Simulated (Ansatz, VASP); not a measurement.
# Ti in VASP and in Ansatz

File INCAR:

```
  ALGO = Fast
  EDIFF = 1E-6
  ENCUT = 520
  GGA = PE
  ISIF = 2
  ISMEAR = 0
  LASPH = T
  LCHARG = T
  LELF = T
  LREAL = F
  LVHAR = T
  LWAVE = F
  NBANDS = 12
  NELM = 80
  PREC = Accurate
  SIGMA = 0.15
```

Contents of KPOINTS:

```
k-points
0
Gamma
  20 20 20
```

Contents of POSCAR:

```
Ti
1.0
   -1.8066566543      1.8066566543      1.6276186075
    1.8066566543     -1.8066566543      1.6276186075
    1.4485805607      1.4485805607     -1.6276186075
Ti
1
Direct
    0.0000000000      0.0000000000      0.0000000000
```

Input for Ansatz:

```yaml
crystal:
  lattice:
    - [-1.8066566543, 1.8066566543, 1.6276186075]
    - [1.8066566543, -1.8066566543, 1.6276186075]
    - [1.4485805607, 1.4485805607, -1.6276186075]
  atoms:
    - { symbol: Ti, position: [0.0, 0.0, 0.0] }
basis:
  ecutwfc: 520.0
kpoints:
  mp_grid: { grid: [20, 20, 20] }
hamiltonian:
  xc: pbe
  pseudopotentials: { kind: paw, azcp: { folder: soft_1 } }
scf:
  occupations: { method: gaussian, width: 0.15 }
output:
  forces: true
  stress: true
  eigenvalues: true
```

Change from the starting cell: engineering shear strain xy -0.2200, normal strain along z +0.0000.

Alike in both runs: task single point; functional PBE; k mesh 20 × 20 × 20; occupations gaussian, width 0.15 eV; no spin polarisation.

```csv
,VASP,Ansatz
version,VASP 6.6.1,Ansatz 0.2.0
potentials or method,"VASP PAW PBE potentials, release 64 (Ti_sv), cutoff 520 eV","scalar-relativistic, plane waves, PAW"
valence electrons in the cell,12,12
```

```csv
,VASP,Ansatz,Ansatz less VASP
gap on the k mesh at the Fermi level (eV),none,none,-
pressure (GPa),0.7,0.9,+0.20
"traceless stress, the component that is largest in VASP (GPa)",6.33,6.32,-0.008
```

A gap of «none» marks a metal or a gap that the smearing closes.
